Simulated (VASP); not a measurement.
AgAu3:

```xyz
4
Lattice="4.0750 0.0000 0.0000 0.0000 4.0750 0.0000 0.0000 0.0000 4.0750" Properties=species:S:1:pos:R:3 pbc="T T T"
Au    0.0000    0.0000    0.0000
Au    0.0000    2.0375    2.0375
Au    2.0375    0.0000    2.0375
Ag    2.0375    2.0375    0.0000
```

| Quantity | Value |
| --- | --- |
| Program | VASP 6.6.1 |
| Task | relaxation of cell and atoms |
| Functional | LDA |
| Potentials or basis | VASP PAW LDA potentials, release 64 (Au, Ag) |
| Cutoff | 600 eV |
| k mesh | 4 × 4 × 4 |
| Occupations | fermi-dirac, width 0.1 eV |
| Spin | no spin polarisation |

At the start: pressure -4.9 GPa; volume 16.92 Å³/atom.

Question: Where does the relaxation end?

Answer: Over 3 steps the energy falls by 7.8 meV/atom and the volume is 16.43 Å³/atom (-2.9 %); space group Pm-3m (No. 221, to 0.05 Å).

Step by step:
| step | energy change (eV) | largest force (eV/Å) | pressure (GPa) | volume (Å³) |
| --- | --- | --- | --- | --- |
| 1 | 0.0000 | 0.0000 | -4.93 | 67.67 |
| 2 | 0.0558 | 0.0000 | 9.76 | 62.70 |
| 3 | -0.0311 | 0.0000 | -0.08 | 65.73 |

Final structure:
```xyz
4
Lattice="4.0358 0.0000 0.0000 0.0000 4.0358 0.0000 0.0000 0.0000 4.0358" Properties=species:S:1:pos:R:3 pbc="T T T"
Au    0.0000    0.0000    0.0000
Au    0.0000    2.0179    2.0179
Au    2.0179    0.0000    2.0179
Ag    2.0179    2.0179    0.0000
```

Caveat: the k points lie up to 0.39 Å⁻¹ apart in the final cell.
